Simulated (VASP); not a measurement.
# BN (Amm2) in VASP: notebook

Runs on BN. Level: PBE+D3(BJ). Tasks: single point.

Program: VASP 6.6.1. These are calculated values, not measurements. Logs are shortened: lines on timing, memory, paths and dates and some standing lists are left out, and cuts for length are marked.

## (1) The cell of the first run

Symmetry: Amm2, No. 38, orthorhombic system. Conventional cell: a = 6.592 Å, b = 2.506 Å, c = 4.341 Å, α = 90.00°, β = 90.00°, γ = 90.00°. B (site symmetry mm2) has 3 N at 1.41 to 1.47 Å within 1.9 Å. Within 1.9 Å of B (site symmetry mm2) lie 3 N at 1.43 to 1.45 Å. N (site symmetry mm2) has 3 B at 1.43 to 1.45 Å within 1.9 Å. Within 1.9 Å of N (site symmetry mm2) lie 3 B at 1.41 to 1.47 Å.

## (2) Single point, PBE+D3(BJ) (atoms displaced along a vibrational mode)

Input file INCAR:

```
PREC     = Accurate       # precision mode
ENCUT    = 520            # plane-wave cutoff, eV
EDIFF    = 1E-7           # SCF threshold, eV
ISMEAR   = 1              # smearing method
SIGMA    = 0.05           # smearing width, eV
LREAL    = F              # projectors in reciprocal space
LASPH    = T              # aspherical terms in the spheres
NELM     = 80             # most SCF steps
ALGO     = Normal         # electronic algorithm
ISIF     = 2              # what is computed and relaxed
LWAVE    = F              # write WAVECAR
LCHARG   = F              # write CHGCAR
GGA      = PE             # functional
IVDW     = 12             # dispersion correction
NBANDS   = 16             # bands
```

Input file KPOINTS:

```
Automatic mesh
0
Gamma
  12 12 4
```

Input file POSCAR:

```
BN
1.0
    2.5061127838      0.0000000000      0.0000000000
   -1.2530563919      2.1703573356      0.0000000000
    0.0000000000      0.0000000000      6.5923998870
B N
2 2
Direct
   -0.0049070261     -0.0098140521      0.5000000000
    0.3316014692      0.6632029384      0.0000000000
    0.0013364800      0.0026729601      0.0000000000
    0.6704537965      0.3409075929      0.5000000000
```

Potentials or basis: VASP PAW PBE potentials, release 64 (B, N).

Command:

```bash
$ cat potpaw_PBE.64/B/POTCAR potpaw_PBE.64/N/POTCAR > POTCAR
$ mpirun -np 1 vasp_std > vasp.out
```

OUTCAR:

```text
PREC = Accurate
   ENCUT = 520
   EDIFF = 1E-7
   ISMEAR = 1
   LREAL = F
   LASPH = T
   NELM = 80
   ISIF = 2
   GGA = PE
   IVDW = 12
 IVDW          = 12

 ion  position               nearest neighbor table
   1  0.995  0.990  0.500-   4 1.41   4 1.47   4 1.47
   2  0.332  0.663  0.000-   3 1.43   3 1.45   3 1.45
   3  0.001  0.003  0.000-   2 1.43   2 1.45   2 1.45
   4  0.670  0.341  0.500-   1 1.41   1 1.47   1 1.47

  LATTYP: Found a hexagonal cell.
 ALAT       =     2.5061127838
 C/A-ratio  =     2.6305280152

  Lattice vectors:

 A1 = (   2.5061127838,   0.0000000000,   0.0000000000)
 A2 = (  -1.2530563919,   2.1703573356,   0.0000000000)
 A3 = (   0.0000000000,   0.0000000000,   6.5923998870)

Analysis of symmetry for initial positions (statically):
=====================================================================
 Subroutine PRICEL returns:
 Original cell was already a primitive cell.

 Routine SETGRP: Setting up the symmetry group for a
 hexagonal supercell.

 Subroutine GETGRP returns: Found  4 space group operations
 (whereof  4 operations were pure point group operations)
 out of a pool of 24 trial point group operations.

The static configuration has the point symmetry C_2v.

Analysis of symmetry for dynamics (positions and initial velocities):
=====================================================================
 Subroutine PRICEL returns:
 Original cell was already a primitive cell.

 Routine SETGRP: Setting up the symmetry group for a
 hexagonal supercell.

 Subroutine GETGRP returns: Found  4 space group operations
 (whereof  4 operations were pure point group operations)
 out of a pool of 24 trial point group operations.

The dynamic configuration has the point symmetry C_2v.

 Subroutine INISYM returns: Found  4 space group operations
 (whereof  4 operations are pure point group operations),
 and found     1 'primitive' translations

----------------------------------------------------------------------------------------

                                     Primitive cell

  volume of cell :      35.8571

  direct lattice vectors                    reciprocal lattice vectors
     2.506112784  0.000000000  0.000000000     0.399024340  0.230376810  0.000000000
    -1.253056392  2.170357336  0.000000000     0.000000000  0.460753620  0.000000000
     0.000000000  0.000000000  6.592399887     0.000000000  0.000000000  0.151689827

  length of vectors
     2.506112784  2.506112784  6.592399887     0.460753620  0.460753620  0.151689827

  position of ions in fractional coordinates (direct lattice)
     0.995092974  0.990185948  0.500000000
     0.331601469  0.663202938  0.000000000
     0.001336480  0.002672960  0.000000000
     0.670453796  0.340907593  0.500000000

  ion indices of the primitive-cell ions
   primitive index   ion index
                 1           1
                 2           2
                 3           3
                 4           4

----------------------------------------------------------------------------------------

 KPOINTS: Automatic mesh

Automatic generation of k-mesh.
 Grid dimensions read from file:
 generate k-points for:   12   12    4

 Generating k-lattice:

  Cartesian coordinates                     Fractional coordinates (reciprocal lattice)
     0.033252028  0.019198068  0.000000000     0.083333333  0.000000000  0.000000000
     0.000000000  0.038396135  0.000000000     0.000000000  0.083333333  0.000000000
     0.000000000  0.000000000  0.037922457     0.000000000  0.000000000  0.250000000

  Length of vectors
     0.038396135  0.038396135  0.037922457

  Shift w.r.t. Gamma in fractional coordinates (k-lattice)
     0.000000000  0.000000000  0.000000000

 Subroutine IBZKPT returns following result:
 ===========================================

 Found    129 irreducible k-points:

 Following reciprocal coordinates:
            Coordinates               Weight
  0.000000  0.000000  0.000000      1.000000
  0.083333 -0.000000  0.000000      4.000000
  0.000000  0.083333  0.000000      2.000000
  0.166667 -0.000000  0.000000      4.000000
  0.000000  0.166667  0.000000      2.000000
  0.250000  0.000000  0.000000      4.000000
[... 16 lines left out ...]
 -0.083333  0.416667  0.000000      4.000000
 -0.416667  0.333333  0.000000      4.000000
 [... further k-points ...]
   k-points           NKPTS =    129   k-points in BZ     NKDIM =    129   number of bands    NBANDS=     16
   number of dos      NEDOS =    301   number of ions     NIONS =      4
   total plane-waves  NPLWV =  20000
   dimension x,y,z NGX =    20 NGY =   20 NGZ =   50
   dimension x,y,z NGXF=    40 NGYF=   40 NGZF=  100
   ions per type =               2   2
   NGX,Y,Z   is equivalent  to a cutoff of  13.27, 13.27, 12.61 a.u.
   NGXF,Y,Z  is equivalent  to a cutoff of  26.53, 26.53, 25.22 a.u.
 SYSTEM =  unknown system
   PREC   = accura    normal or accurate (medium, high low for compatibility)
   ISTART =      0    job   : 0-new  1-cont  2-samecut
   ICHARG =      2    charge: 1-file 2-atom 10-const
   ISPIN  =      1    spin polarized calculation?
   LNONCOLLINEAR =      F non collinear calculations
   LSORBIT =      F    spin-orbit coupling
   LASPH  =      T    aspherical Exc in radial PAW
   ENCUT  =  520.0 eV  38.22 Ry    6.18 a.u.   4.66  4.66 12.26*2*pi/ulx,y,z
   NELM   =     80;   NELMIN=  2; NELMDL= -5     # of ELM steps
   EDIFF  = 0.1E-06   stopping-criterion for ELM
   LREAL  =      F    real-space projection
   EDIFFG = 0.1E-05   stopping-criterion for IOM
   NSW    =      0    number of steps for IOM
   IBRION =     -1    ionic relax: 0-MD 1-quasi-New 2-CG
   NFREE  =      0    steps in history (QN), initial steepest desc. (CG)
   ISIF   =      2    stress and relaxation
   ISYM   =      2    0-nonsym 1-usesym 2-fastsym
   POTIM  = 0.5000    time-step for ionic-motion
   TEBEG  =    0.0;   TEEND  =   0.0 temperature during run
   PSTRESS=    0.0 pullay stress
   NELECT =      16.0000    total number of electrons
   NUPDOWN=      -1.0000    fix difference up-down
   EMIN   =  10.00;   EMAX   =-10.00  energy-range for DOS
   EFERMI =   0.00;   METHOD = LEGACY
   ISMEAR =     1;   SIGMA  =   0.05  broadening in eV -4-tet -1-fermi 0-gaus
   EFERMI_NEDOS =   21; number of points for ismear=-14 and -15
   IALGO  =     38    algorithm
   IMIX   =      4    mixing-type and parameters
     AMIX     =   0.40;   BMIX     =  1.00
     AMIX_MAG =   1.60;   BMIX_MAG =  1.00
  volume/ion in A,a.u.               =       8.96        60.49
  Fermi-wavevector in a.u.,A,eV,Ry     =   1.250997  2.364042 21.293038  1.564994
  Thomas-Fermi vector in A             =   2.384965
   LORBIT       =      0    0 simple, 1 ext, 2 COOP (PROOUT), +10 PAW based schemes
   GGA     = PE    functional components
   LHFCALC =     F    Hartree Fock is set to
   AEXX    =    0.0000 exact exchange contribution
   IVDW    =    12    specifies the selected vdW correction
   LEPSILON=     F    determine dielectric tensor
   LRPA    =     F    only Hartree local field effects (RPA)
 non-spin polarized calculation
 Methfessel and Paxton  Order N= 1 SIGMA  =   0.05
  energy-cutoff  :      520.00
  volume of cell :       35.86
 maximum number of plane-waves:       985
   NGX =  9   NGY =  9   NGZ = 25

 number of electron      15.9999998 magnetization

 Free energy of the ion-electron system (eV)
  ---------------------------------------------------
  ext. energy  EPLUGINS =         0.00000000
  ---------------------------------------------------
  free energy    TOTEN  =       -35.11603031 eV

  energy without entropy =      -35.11607997  energy(sigma->0) =      -35.11604686

 E-fermi :   2.3975     XC(G=0): -10.1218

 val. band max:        2.3640873649   @ k =   0.3333   0.3333   0.5000
 cond. band min:       6.5848309507   @ k =   0.0000   0.5000   0.0000
 fundamental gap:      4.2207435858
 Fermi energy:         2.3974521913

 k-point     1 :       0.0000    0.0000    0.0000
  band No.  band energies     occupation
      1     -15.4852      2.00000
      2     -15.1590      2.00000
      3      -3.9120      2.00000
      4      -1.7266      2.00000
      5       0.6240      2.00000
      6       0.7905      2.00000
[... 8 lines left out ...]
     15      14.7677      0.00000
     16      15.4390      0.00000

 k-point     2 :       0.0833   -0.0000    0.0000
  band No.  band energies     occupation
      1     -15.3490      2.00000
      2     -15.0272      2.00000
      3      -3.7255      2.00000
      4      -1.5618      2.00000
      5       0.2809      2.00000
      6       0.3830      2.00000
[... 8 lines left out ...]
     15      14.9602      0.00000
     16      15.1908      0.00000

 k-point     3 :       0.0000    0.0833    0.0000
  band No.  band energies     occupation
      1     -15.3503      2.00000
      2     -15.0291      2.00000
      3      -3.7238      2.00000
      4      -1.5591      2.00000
      5       0.1084      2.00000
      6       0.2481      2.00000
[... 8 lines left out ...]
     15      14.9337      0.00000
     16      15.2681      0.00000

 k-point     4 :       0.1667   -0.0000    0.0000
  band No.  band energies     occupation
      1     -14.9480      2.00000
      2     -14.6396      2.00000
      3      -3.1725      2.00000
      4      -1.0787      2.00000
      5      -0.9942      2.00000
      6      -0.8789      2.00000
[... 8 lines left out ...]
     15      16.2193      0.00000
     16      16.5669      0.00000
[... 324 lines left out ...]
 k-point    22 :       0.3333    0.0833    0.0000
  band No.  band energies     occupation
      1     -13.0004      2.00000
      2     -12.7832      2.00000
      3      -5.3302      2.00000
      4      -5.1452      2.00000
      5      -1.9617      2.00000
      6      -1.8678      2.00000
[... 8 lines left out ...]
     15      17.7513      0.00000
     16      19.6593      0.00000

 k-point    23 :      -0.0833    0.4167    0.0000
  band No.  band energies     occupation
      1     -13.0215      2.00000
      2     -12.8191      2.00000
      3      -5.4081      2.00000
      4      -5.2806      2.00000
      5      -1.8398      2.00000
      6      -1.5815      2.00000
[... 8 lines left out ...]
     15      17.7016      0.00000
     16      19.8390      0.00000

 k-point    24 :      -0.4167    0.3333    0.0000
  band No.  band energies     occupation
      1     -12.9935      2.00000
      2     -12.7711      2.00000
      3      -5.3297      2.00000
      4      -5.1420      2.00000
      5      -1.9735      2.00000
      6      -1.8867      2.00000
[... 8 lines left out ...]
     15      17.7395      0.00000
     16      19.6393      0.00000

 [... further k-points ...]

------------------------ aborting loop because EDIFF is reached ----------------------------------------

 Edisp (eV)   -0.56889

 E8    (eV) :    -0.1668

  FORCE on cell =-STRESS in cart. coord.  units (eV):
  Direction    XX          YY          ZZ          XY          YZ          ZX
  --------------------------------------------------------------------------------------
  -------------------------------------------------------------------------------------
  Total      -0.52009     0.80848    -0.03135     0.00000     0.00000     0.00000
  in kB     -23.23879    36.12470    -1.40063     0.00000     0.00000     0.00000
  external pressure =        3.83 kB  Pullay stress =        0.00 kB

 VOLUME and BASIS-vectors are now :
 -----------------------------------------------------------------------------
  energy-cutoff  :      520.00
  volume of cell :       35.86
      direct lattice vectors                 reciprocal lattice vectors
     2.506112784  0.000000000  0.000000000     0.399024340  0.230376810  0.000000000
    -1.253056392  2.170357336  0.000000000     0.000000000  0.460753620  0.000000000
     0.000000000  0.000000000  6.592399887     0.000000000  0.000000000  0.151689827

 POSITION                                       TOTAL-FORCE (eV/Angst)
 -----------------------------------------------------------------------------------
      1.25306      2.14906      3.29620        -0.000000      1.641956      0.000000
      0.00000      1.43939      0.00000         0.000000      0.558167      0.000000
     -0.00000      0.00580      0.00000        -0.000000     -0.557923      0.000000
      1.25306      0.73989      3.29620         0.000000     -1.642200      0.000000
 -----------------------------------------------------------------------------------
    total drift:                               -0.000002     -0.000108     -0.000000

  FREE ENERGIE OF THE ION-ELECTRON SYSTEM (eV)
  ---------------------------------------------------
  free  energy   TOTEN  =       -35.6849211142 eV

  energy  without entropy=      -35.6849707814  energy(sigma->0) =      -35.68493767
```

Run time: 2.1 min. Hardware: 1 thread of Intel Xeon 8259CL, shared host; peak memory 0.2 GiB.

Results:

```
Free energy                : -35.6849 eV
Pressure                   : 0.4 GPa
Largest force              : 1.642 eV/Å
Band gap on the k mesh     : 4.22 eV (least direct gap 4.47 eV)
Dispersion energy per atom : -0.142 eV
```

Forces in eV/Å, atoms in the order of the input:
```
B    0.000  1.642  0.000
B    0.000  0.558  0.000
N    0.000 -0.558  0.000
N    0.000 -1.642  0.000
```

Levels at points of the mesh, in eV from the valence-band top:
| k point | band 5 | band 6 | band 7 | band 8 | band 9 | band 10 | band 11 | band 12 |
| --- | --- | --- | --- | --- | --- | --- | --- | --- |
| (0.00, 0.00, 0.00) | -1.74 | -1.57 | -1.27 | -0.88 | 5.24 | 10.29 | 11.01 | 11.29 |
| (0.50, 0.00, 0.00) | -4.27 | -4.18 | -1.38 | -0.73 | 4.43 | 5.64 | 9.59 | 9.62 |
| (0.00, 0.50, 0.00) | -4.14 | -3.88 | -1.24 | -0.61 | 4.22 | 5.29 | 9.63 | 9.76 |
| (0.00, 0.00, 0.50) | -1.74 | -1.57 | -1.27 | -0.88 | 7.61 | 7.65 | 11.01 | 11.29 |
| (0.50, 0.00, 0.50) | -4.25 | -4.20 | -1.04 | -0.98 | 4.68 | 4.84 | 9.80 | 9.83 |
| (0.00, 0.50, 0.50) | -4.13 | -3.88 | -0.96 | -0.77 | 4.43 | 4.53 | 9.83 | 9.98 |

Caveat: the cell differs from its parent crystal (atoms displaced along a vibrational mode); the stress differs along the axes, from -2 to 4 GPa; forces of over 1 eV/Å act on the atoms, so gaps and moduli don't describe the material at rest. A k mesh can miss the band edges.

## (3) Single point, PBE+D3(BJ) (atoms displaced along a vibrational mode)

Input file INCAR:

```
SYSTEM = BN
PREC     = Accurate       ! precision mode
ENCUT    = 520            ! plane-wave cutoff, eV
EDIFF    = 1E-6           ! SCF threshold, eV
ISMEAR   = 1              ! smearing method
SIGMA    = 0.05           ! smearing width, eV
LREAL    = .FALSE.        ! projectors in reciprocal space
LASPH    = .TRUE.         ! aspherical terms in the spheres
NELM     = 100            ! most SCF steps
ALGO     = Normal         ! electronic algorithm
ISIF     = 2              ! what is computed and relaxed
LWAVE    = .FALSE.        ! write WAVECAR
LCHARG   = .FALSE.        ! write CHGCAR
GGA      = PE             ! functional
IVDW     = 12             ! dispersion correction
NBANDS   = 16             ! bands
```

Input file KPOINTS:

```
regular mesh
0
G
  12 12 4
  0 0 0
```

Input file POSCAR:

```
BN
1.0
    2.5061127838      0.0000000000      0.0000000000
   -1.2530563919      2.1703573356      0.0000000000
    0.0000000000      0.0000000000      6.5923998870
B N
2 2
Direct
   -0.0098370898     -0.0196741796      0.5000000000
    0.3298614742      0.6597229485      0.0000000000
    0.0026792347      0.0053584693      0.0000000000
    0.6742587062      0.3485174124      0.5000000000
```

Potentials or basis: VASP PAW PBE potentials, release 64 (B, N).

Command:

```bash
$ cat potpaw_PBE.64/B/POTCAR potpaw_PBE.64/N/POTCAR > POTCAR
$ mpirun -np 1 vasp_std > vasp.out
```

Wall time 1.8 min (1 thread of Intel Xeon 8259CL, shared host); peak memory 0.2 GiB.

Results (log left out):

* Free energy: -35.5769 eV
* Pressure: 1.4 GPa
* Largest force: 3.493 eV/Å
* Band gap on the k mesh: 4.12 eV (least direct gap 4.49 eV)
* Dispersion energy per atom: -0.142 eV

Forces in eV/Å, atoms in the order of the input:
```
B    0.000  3.492  0.000
B    0.000  1.142  0.000
N    0.000 -1.142  0.000
N    0.000 -3.493  0.000
```

Stress tensor (GPa, compression positive):
```
-4.19  0.00  0.00
 0.00  8.47  0.00
 0.00  0.00 -0.15
```

Levels at points of the mesh, in eV from the valence-band top:
```tsv
k point	band 6	band 7	band 8	band 9	band 10	band 11
(0.00, 0.00, 0.00)	-1.69	-1.08	-0.42	5.27	10.32	10.50
(0.50, 0.00, 0.00)	-4.21	-1.41	-0.75	4.54	5.81	9.51
(0.00, 0.50, 0.00)	-3.64	-1.12	-0.51	4.12	5.12	9.68
(0.00, 0.00, 0.50)	-1.69	-1.08	-0.42	7.64	7.67	10.50
(0.50, 0.00, 0.50)	-4.23	-1.03	-1.03	4.76	5.03	9.71
(0.00, 0.50, 0.50)	-3.65	-0.88	-0.61	4.22	4.47	9.89
```

Caveat: the cell differs from its parent crystal (atoms displaced along a vibrational mode); the stress differs along the axes, from -4 to 8 GPa; forces of over 1 eV/Å act on the atoms, so gaps and moduli don't describe the material at rest. A k mesh can miss the band edges.

[end of part 1 of 2]
